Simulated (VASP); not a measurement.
YSe, 2 atoms in the cell. Symmetry: I4/mmm, No. 139, tetragonal system. Conventional cell: a = 4.234 Å, b = 4.234 Å, c = 5.703 Å, α = 90.00°, β = 90.00°, γ = 90.00°. Y (site symmetry 4/mmm) has 6 Se at 2.85 to 2.99 Å within 3.8 Å. Within 3.8 Å of Se (site symmetry 4/mmm) lie 6 Y at 2.85 to 2.99 Å. 

- Program: VASP 6.6.1
- Task: single point
- Functional: r2SCAN
- Potentials or basis: VASP PAW PBE potentials, release 64 (Y_sv, Se)
- Cutoff: 520 eV
- k mesh: 11 × 11 × 11
- Occupations: fermi-dirac, width 0.1 eV
- Spin: no spin polarisation
- Dipole correction: no
- Further INCAR settings: ALGO = Normal; EDIFF = 1e-07; NBANDS = 16

Potentials or basis: VASP PAW PBE potentials, release 64 (Y_sv, Se).

The run is started by

```bash
$ cat potpaw_PBE.64/Y_sv/POTCAR potpaw_PBE.64/Se/POTCAR > POTCAR
$ cp INCAR.step1 INCAR
$ mpirun -np 1 vasp_std > vasp.out
$ cp INCAR.step2 INCAR
$ mpirun -np 1 vasp_std > vasp.out
```

Hardware: 1 thread of Intel(R) Xeon(R) 6975P-C (Granite Rapids) (shared host).

Question: How long does it take, and how much memory?

Answer: Wall time 3.1 min on 1 thread of Intel(R) Xeon(R) 6975P-C (Granite Rapids), on a shared host, peak memory 0.28 GiB. Counts: k points 126.
